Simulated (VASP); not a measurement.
# LiH in VASP: notebook

Runs on LiH. Level: PBE. Tasks: single point.

All numbers are computed with VASP 6.6.1; they aren't measurements. Logs are shortened: lines on timing, memory, paths and dates and some standing lists are left out, and cuts for length are marked.

## Step 1: The cell of the first run

The structure is cubic, space group F-43m (No. 216). Conventional cell: a = 4.290 Å, b = 4.290 Å, c = 4.290 Å, α = 90.00°, β = 90.00°, γ = 90.00°. Li (site symmetry -43m) has 4 H at 1.86 Å within 2.5 Å. Within 2.5 Å of H (site symmetry -43m) lie 4 Li at 1.86 Å.

## Step 2: Single point, PBE

File INCAR:

```
SYSTEM = LiH
ALGO = Normal ; EDIFF = 1E-6
ENCUT = 520 ; GGA = PE
ISIF = 2 ; ISMEAR = 0
LASPH = .True. ; LCHARG = .False.
LREAL = .False. ; LWAVE = .False.
NBANDS = 9 ; NELM = 80
PREC = Accurate ; SIGMA = 0.01
```

File KPOINTS:

```
k-points
0
Gamma
  6 6 6
  0 0 0
```

File POSCAR:

```
LiH
1.0
    0.0000000000      2.1451220099      2.1451220099
    2.1451220099      0.0000000000      2.1451220099
    2.1451220099      2.1451220099      0.0000000000
Li H
1 1
Direct
    0.0000000000      0.0000000000      0.0000000000
    0.2500000000      0.2500000000      0.2500000000
```

Potentials or basis: VASP PAW PBE potentials, release 64 (Li_sv, H).

The run is started by

```bash
cat potpaw_PBE.64/Li_sv/POTCAR potpaw_PBE.64/H/POTCAR > POTCAR
mpirun -np 1 vasp_std > vasp.out
```

OUTCAR:

```text
SYSTEM = LiH
   EDIFF = 1E-6
   ENCUT = 520
   GGA = PE
   ISIF = 2
   ISMEAR = 0
   LASPH = .True.
   LREAL = .False.
   NELM = 80
   PREC = Accurate

 ion  position               nearest neighbor table
   1  0.000  0.000  0.000-
   2  0.250  0.250  0.250-

  LATTYP: Found a face centered cubic cell.
 ALAT       =     4.2902440198

  Lattice vectors:

 A1 = (   0.0000000000,   2.1451220099,   2.1451220099)
 A2 = (   2.1451220099,   0.0000000000,   2.1451220099)
 A3 = (   2.1451220099,   2.1451220099,   0.0000000000)

Analysis of symmetry for initial positions (statically):
=====================================================================
 Subroutine PRICEL returns:
 Original cell was already a primitive cell.

 Routine SETGRP: Setting up the symmetry group for a
 face centered cubic supercell.

 Subroutine GETGRP returns: Found 24 space group operations
 (whereof 24 operations were pure point group operations)
 out of a pool of 48 trial point group operations.

The static configuration has the point symmetry T_d .

Analysis of symmetry for dynamics (positions and initial velocities):
=====================================================================
 Subroutine PRICEL returns:
 Original cell was already a primitive cell.

 Routine SETGRP: Setting up the symmetry group for a
 face centered cubic supercell.

 Subroutine GETGRP returns: Found 24 space group operations
 (whereof 24 operations were pure point group operations)
 out of a pool of 48 trial point group operations.

The dynamic configuration has the point symmetry T_d .

 Subroutine INISYM returns: Found 24 space group operations
 (whereof 24 operations are pure point group operations),
 and found     1 'primitive' translations

----------------------------------------------------------------------------------------

                                     Primitive cell

  volume of cell :      19.7418

  direct lattice vectors                    reciprocal lattice vectors
     0.000000000  2.145122010  2.145122010    -0.233086975  0.233086975  0.233086975
     2.145122010  0.000000000  2.145122010     0.233086975 -0.233086975  0.233086975
     2.145122010  2.145122010  0.000000000     0.233086975  0.233086975 -0.233086975

  length of vectors
     3.033660639  3.033660639  3.033660639     0.403718483  0.403718483  0.403718483

  position of ions in fractional coordinates (direct lattice)
     0.000000000  0.000000000  0.000000000
     0.250000000  0.250000000  0.250000000

  ion indices of the primitive-cell ions
   primitive index   ion index
                 1           1
                 2           2

----------------------------------------------------------------------------------------

 KPOINTS: k-points

Automatic generation of k-mesh.
 Grid dimensions read from file:
 generate k-points for:    6    6    6

 Generating k-lattice:

  Cartesian coordinates                     Fractional coordinates (reciprocal lattice)
    -0.038847829  0.038847829  0.038847829     0.166666667  0.000000000  0.000000000
     0.038847829 -0.038847829  0.038847829     0.000000000  0.166666667  0.000000000
     0.038847829  0.038847829 -0.038847829     0.000000000  0.000000000  0.166666667

  Length of vectors
     0.067286414  0.067286414  0.067286414

  Shift w.r.t. Gamma in fractional coordinates (k-lattice)
     0.000000000  0.000000000  0.000000000

 Subroutine IBZKPT returns following result:
 ===========================================

 Found     16 irreducible k-points:

 Following reciprocal coordinates:
            Coordinates               Weight
  0.000000  0.000000  0.000000      1.000000
  0.166667  0.000000  0.000000      8.000000
  0.333333  0.000000  0.000000      8.000000
  0.500000  0.000000  0.000000      4.000000
  0.166667  0.166667  0.000000      6.000000
  0.333333  0.166667  0.000000     24.000000
[... 8 lines left out ...]
 -0.333333  0.333333  0.166667     24.000000
 -0.333333  0.500000  0.166667     12.000000
   k-points           NKPTS =     16   k-points in BZ     NKDIM =     16   number of bands    NBANDS=      9
   number of dos      NEDOS =    301   number of ions     NIONS =      2
   total plane-waves  NPLWV =  13824
   dimension x,y,z NGX =    24 NGY =   24 NGZ =   24
   dimension x,y,z NGXF=    48 NGYF=   48 NGZF=   48
   ions per type =               1   1
   NGX,Y,Z   is equivalent  to a cutoff of  13.15, 13.15, 13.15 a.u.
   NGXF,Y,Z  is equivalent  to a cutoff of  26.30, 26.30, 26.30 a.u.
 SYSTEM =  LiH
   PREC   = accura    normal or accurate (medium, high low for compatibility)
   ISTART =      0    job   : 0-new  1-cont  2-samecut
   ICHARG =      2    charge: 1-file 2-atom 10-const
   ISPIN  =      1    spin polarized calculation?
   LNONCOLLINEAR =      F non collinear calculations
   LSORBIT =      F    spin-orbit coupling
   LASPH  =      T    aspherical Exc in radial PAW
   ENCUT  =  520.0 eV  38.22 Ry    6.18 a.u.   5.64  5.64  5.64*2*pi/ulx,y,z
   NELM   =     80;   NELMIN=  2; NELMDL= -5     # of ELM steps
   EDIFF  = 0.1E-05   stopping-criterion for ELM
   LREAL  =      F    real-space projection
   EDIFFG = 0.1E-04   stopping-criterion for IOM
   NSW    =      0    number of steps for IOM
   IBRION =     -1    ionic relax: 0-MD 1-quasi-New 2-CG
   NFREE  =      0    steps in history (QN), initial steepest desc. (CG)
   ISIF   =      2    stress and relaxation
   ISYM   =      2    0-nonsym 1-usesym 2-fastsym
   POTIM  = 0.5000    time-step for ionic-motion
   TEBEG  =    0.0;   TEEND  =   0.0 temperature during run
   PSTRESS=    0.0 pullay stress
   NELECT =       4.0000    total number of electrons
   NUPDOWN=      -1.0000    fix difference up-down
   EMIN   =  10.00;   EMAX   =-10.00  energy-range for DOS
   EFERMI =   0.00;   METHOD = LEGACY
   ISMEAR =     0;   SIGMA  =   0.01  broadening in eV -4-tet -1-fermi 0-gaus
   EFERMI_NEDOS =   21; number of points for ismear=-14 and -15
   IALGO  =     38    algorithm
   IMIX   =      4    mixing-type and parameters
     AMIX     =   0.40;   BMIX     =  1.00
     AMIX_MAG =   1.60;   BMIX_MAG =  1.00
  volume/ion in A,a.u.               =       9.87        66.61
  Fermi-wavevector in a.u.,A,eV,Ry     =   0.961537  1.817042 12.579322  0.924554
  Thomas-Fermi vector in A             =   2.090918
   LORBIT       =      0    0 simple, 1 ext, 2 COOP (PROOUT), +10 PAW based schemes
   GGA     = PE    functional components
   LHFCALC =     F    Hartree Fock is set to
   AEXX    =    0.0000 exact exchange contribution
   IVDW    =     0    specifies the selected vdW correction
   LEPSILON=     F    determine dielectric tensor
   LRPA    =     F    only Hartree local field effects (RPA)
 non-spin polarized calculation
 Gauss-broadening in eV      SIGMA  =   0.01
  energy-cutoff  :      520.00
  volume of cell :       19.74
 maximum number of plane-waves:       544
 NGX is ok and might be reduce to    24
   NGX = 11   NGY = 11   NGZ = 11

 number of electron       3.9999993 magnetization

 Free energy of the ion-electron system (eV)
  ---------------------------------------------------
  ext. energy  EPLUGINS =         0.00000000
  ---------------------------------------------------
  free energy    TOTEN  =        -6.03052697 eV

  energy without entropy =       -6.03052697  energy(sigma->0) =       -6.03052697

 E-fermi :  -1.5875     XC(G=0):  -7.6938

 val. band max:       -1.7441589676   @ k =  -0.3333   0.5000   0.1667
 cond. band min:       2.5542251912   @ k =   0.5000   0.0000   0.0000
 fundamental gap:      4.2983841588
 Fermi energy:        -1.5874755911

 k-point     1 :       0.0000    0.0000    0.0000
  band No.  band energies     occupation
      1     -45.0100      2.00000
      2      -5.3499      2.00000
      3      11.4127      0.00000
      4      15.6130      0.00000
      5      15.6130      0.00000
      6      15.6130      0.00000
      7      18.1803      0.00000
      8      18.1803      0.00000
      9      18.1803      0.00000

 k-point     2 :       0.1667    0.0000    0.0000
  band No.  band energies     occupation
      1     -45.0044      2.00000
      2      -4.9173      2.00000
      3       8.9072      0.00000
      4      14.0474      0.00000
      5      14.5124      0.00000
      6      14.5125      0.00000
      7      19.6633      0.00000
      8      19.6633      0.00000
      9      21.8948      0.00000

 k-point     3 :       0.3333    0.0000    0.0000
  band No.  band energies     occupation
      1     -44.9930      2.00000
      2      -3.7211      2.00000
      3       4.6769      0.00000
      4      13.6171      0.00000
      5      13.6171      0.00000
      6      14.3022      0.00000
      7      18.2991      0.00000
      8      18.2991      0.00000
      9      20.7306      0.00000

 k-point     4 :       0.5000    0.0000    0.0000
  band No.  band energies     occupation
      1     -44.9875      2.00000
      2      -2.7172      2.00000
      3       2.5542      0.00000
      4      13.3992      0.00000
      5      13.3992      0.00000
      6      14.4000      0.00000
      7      17.3207      0.00000
      8      17.3207      0.00000
      9      20.9821      0.00000
[... 109 lines left out ...]
 k-point    14 :       0.5000    0.3333    0.1667
  band No.  band energies     occupation
      1     -44.9856      2.00000
      2      -2.7713      2.00000
      3       4.6839      0.00000
      4       8.4112      0.00000
      5      10.6965      0.00000
      6      14.7943      0.00000
      7      17.3237      0.00000
      8      21.8325      0.00000
      9      25.5425      0.00000

 k-point    15 :      -0.3333    0.3333    0.1667
  band No.  band energies     occupation
      1     -44.9818      2.00000
      2      -1.9546      2.00000
      3       3.5008      0.00000
      4       7.4185      0.00000
      5      10.0226      0.00000
      6      15.5226      0.00000
      7      18.3901      0.00000
      8      21.5207      0.00000
      9      24.2181      0.00000

 k-point    16 :      -0.3333    0.5000    0.1667
  band No.  band energies     occupation
      1     -44.9800      2.00000
      2      -1.7442      2.00000
      3       5.2091      0.00000
      4       5.2883      0.00000
      5       9.2890      0.00000
      6      14.2281      0.00000
      7      17.8839      0.00000
      8      22.2068      0.00000
      9      26.3803      0.00000

------------------------ aborting loop because EDIFF is reached ----------------------------------------

  FORCE on cell =-STRESS in cart. coord.  units (eV):
  Direction    XX          YY          ZZ          XY          YZ          ZX
  --------------------------------------------------------------------------------------
  -------------------------------------------------------------------------------------
  Total       -0.0251952     -0.0251952     -0.0251952     -0.0000000      0.0000000     -0.0000000
  in kB       -2.0447573     -2.0447573     -2.0447573     -0.0000000      0.0000000     -0.0000000
  external PRESSURE =      -2.0447573 kB  Pullay stress =       0.0000000 kB

 VOLUME and BASIS-vectors are now :
 -----------------------------------------------------------------------------
  energy-cutoff  :      520.00
  volume of cell :       19.74
      direct lattice vectors                 reciprocal lattice vectors
     0.000000000  2.145122010  2.145122010    -0.233086975  0.233086975  0.233086975
     2.145122010  0.000000000  2.145122010     0.233086975 -0.233086975  0.233086975
     2.145122010  2.145122010  0.000000000     0.233086975  0.233086975 -0.233086975

 POSITION                                       TOTAL-FORCE (eV/Angst)
 -----------------------------------------------------------------------------------
      0.00000      0.00000      0.00000         0.000000      0.000000      0.000000
      1.07256      1.07256      1.07256        -0.000000     -0.000000     -0.000000
 -----------------------------------------------------------------------------------
    total drift:                               -0.000000     -0.000000     -0.000000

  FREE ENERGIE OF THE ION-ELECTRON SYSTEM (eV)
  ---------------------------------------------------
  free  energy   TOTEN  =        -6.0305269697 eV

  energy  without entropy=       -6.0305269697  energy(sigma->0) =       -6.03052697
```

Wall time 6.3 s (1 thread of Intel Xeon 8259CL, shared host); peak memory 0.13 GiB.

Results:

* Free energy: -6.0305 eV
* Band gap on the k mesh: 4.30 eV (least direct gap 5.27 eV)

Caveat: the k points lie up to 0.42 Å⁻¹ apart; the cutoff is under 1.25 times the usual one of these potentials, so pressure, stress and relaxed cells hold a basis-set (Pulay) error.

(Continued in part 2 of 2.)
